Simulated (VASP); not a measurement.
Runs of VASP 6.6.1 on PtSe2. The structure is that of space group C2/m (No. 12), or close to it. The cells are those of the table. 

```csv
cell,gap on the mesh (eV),pressure (GPa),largest force (eV/Å)
"a = 3.739, b = 3.327, c = 4.630 Å, angles 90.0, 90.0, 124.2°, 3 atoms",none,(c),(b)
"a = 3.178, b = 3.607, c = 4.630 Å, angles 90.0, 90.0, 116.1°, 3 atoms",none,43.2,(a)
"a = 3.458, b = 3.250, c = 4.630 Å, angles 90.0, 90.0, 122.1°, 3 atoms",none,73.4,4.86
"a = 3.178, b = 3.391, c = 4.630 Å, angles 90.0, 90.0, 117.9°, 3 atoms",none,73.3,4.77
```

Alike in all rows: task single point; level PBEsol+D3(BJ); potentials or basis VASP PAW PBE potentials, release 64 (Pt, Se); no spin polarisation; k mesh 12 × 12 × 8; cutoff (eV) 520; smearing gaussian 0.15 eV.

Task: Fill in the values left out.

Result: (a) 3.32; (b) 3.78; (c) 43.8.

Caveats: the PAW data sets were made with another functional, which shifts forces and pressure a little; spin-orbit coupling is left out, which moves the levels of the heavy elements; pairwise dispersion overbinds metals, which lowers pressure and volume.

A k mesh can miss the band edges, and the runs leave out spin-orbit coupling on Pt, Se.

A gap of «none» marks levels without a gap at the run's occupations.
